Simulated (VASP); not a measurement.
Runs of VASP 6.6.1 on Os. The structure is that of space group Fm-3m (No. 225), or close to it. The cells are those of the table. 

| task | spin | cell | k mesh | cutoff (eV) | gap on the mesh (eV) | pressure (GPa) |
| --- | --- | --- | --- | --- | --- | --- |
| single point | off | a = 2.728 Å, angles 60.0°, 1 atom | 14 × 14 × 14 | 520 | none | -0.1 |
| single point | off | a = 2.614 Å, angles 60.0°, 1 atom | 16 × 16 × 16 | 520 | none | 68.8 |
| single point | off | a = 2.728 Å, angles 60.0°, 1 atom | 16 × 16 × 16 | 520 | none | (b) |
| single point | off | a = 2.763 Å, angles 60.0°, 1 atom | 16 × 16 × 16 | 520 | none | -14.4 |
| single point | off | a = 2.691 Å, angles 60.0°, 1 atom | 16 × 16 × 16 | 520 | none | 17.5 |
| single point | off | a = 2.728 Å, angles 60.0°, 1 atom | 23 × 23 × 23 | 520 | none | (a) |
| relaxation of cell and atoms | off | relaxed from a = 2.705 Å, angles 60.0°, 1 atom | 14 × 14 × 14 | 600 | none | 0.0 |
| single point | non-collinear, zero start, SOC | a = 2.728 Å, angles 60.0°, 1 atom | 14 × 14 × 14 | 520 | - | 0.3 |

Alike in all rows: level PBE; potentials or basis VASP PAW PBE potentials, release 64 (Os); smearing fermi-dirac 0.1 eV.

Q: Fill in the values left out.

A: (a) -0.4; (b) -0.3.

Caveats: spin-orbit coupling is left out, which moves the levels of the heavy elements (some runs).

A k mesh can miss the band edges, and rows without SOC leave out spin-orbit coupling on Os.

A gap of «none» marks levels without a gap at the run's occupations.
